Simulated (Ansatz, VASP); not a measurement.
One calculation of Li3SF, two programs

The input INCAR:

```
  PREC = Accurate
  ENCUT = 520
  EDIFF = 1E-6
  ISMEAR = 0
  SIGMA = 0.1
  LREAL = False
  LASPH = True
  NELM = 60
  ALGO = Normal
  ISIF = 2
  LWAVE = False
  LCHARG = False
  GGA = PE
  NBANDS = 33
```

The input KPOINTS:

```
regular mesh
0
Gamma
  6 6 4
```

Contents of POSCAR:

```
Li3SF
1.0
    5.6034000000      0.0000000000      0.0000000000
   -2.8017000000      4.8526867500      0.0000000000
    0.0000000000      0.0000000000      4.7068560000
Li S F
6 2 2
Direct
    0.8333333300      0.6666666700      0.7500000000
    0.3333333300      0.1666666700      0.7500000000
    0.8333333300      0.1666666700      0.7500000000
    0.1666666700      0.3333333300      0.2500000000
    0.6666666700      0.8333333300      0.2500000000
    0.1666666700      0.8333333300      0.2500000000
    0.3333333300      0.6666666700      0.7500000000
    0.6666666700      0.3333333300      0.2500000000
    0.0000000000      0.0000000000      0.0000000000
    0.0000000000      0.0000000000      0.5000000000
```

Input for Ansatz:

```yaml
crystal:
  lattice:
    - [5.6034, 0.0, 0.0]
    - [-2.8017, 4.85268675, 0.0]
    - [0.0, 0.0, 4.706856]
  atoms:
    - { symbol: Li, position: [0.83333333, 0.66666667, 0.75] }
    - { symbol: Li, position: [0.33333333, 0.16666667, 0.75] }
    - { symbol: Li, position: [0.83333333, 0.16666667, 0.75] }
    - { symbol: Li, position: [0.16666667, 0.33333333, 0.25] }
    - { symbol: Li, position: [0.66666667, 0.83333333, 0.25] }
    - { symbol: Li, position: [0.16666667, 0.83333333, 0.25] }
    - { symbol: S, position: [0.33333333, 0.66666667, 0.75] }
    - { symbol: S, position: [0.66666667, 0.33333333, 0.25] }
    - { symbol: F, position: [0.0, 0.0, 0.0] }
    - { symbol: F, position: [0.0, 0.0, 0.5] }
basis:
  ecutwfc: 420
kpoints:
  mp_grid: { grid: [6, 6, 4] }
hamiltonian:
  xc: pbe
scf:
  occupations: { method: gaussian, width: 0.1 }
  lower_state_search: "off"
output:
  forces: true
  stress: true
  eigenvalues: true
```

Alike in both runs: task single point; functional PBE; k mesh 6 × 6 × 4; occupations gaussian, width 0.1 eV; no spin polarisation.

|  | VASP | Ansatz |
| --- | --- | --- |
| version | VASP 6.6.1 | Ansatz 0.2.0 |
| potentials or method | VASP PAW PBE potentials, release 64 (Li_sv, S, F), cutoff 520 eV | scalar-relativistic, plane waves, PAW |
| valence electrons in the cell | 44 | 44 |

|  | VASP | Ansatz | Ansatz less VASP |
| --- | --- | --- | --- |
| gap on the k mesh at the Fermi level (eV) | 3.39 | 3.37 | -0.015 |
| least direct gap on the mesh (eV) | 3.51 | 3.50 | -0.013 |
| rms of the force components (eV/Å) | 0.123 | 0.126 | +0.0031 |

Atom by atom the forces differ by 0.003 eV/Å (rms over components). With one functional, cell and mesh, what is left measures potentials, basis and numerics.

Noted on VASP's run: the cutoff is under 1.25 times that of the potentials, so the pressure is a little rough.
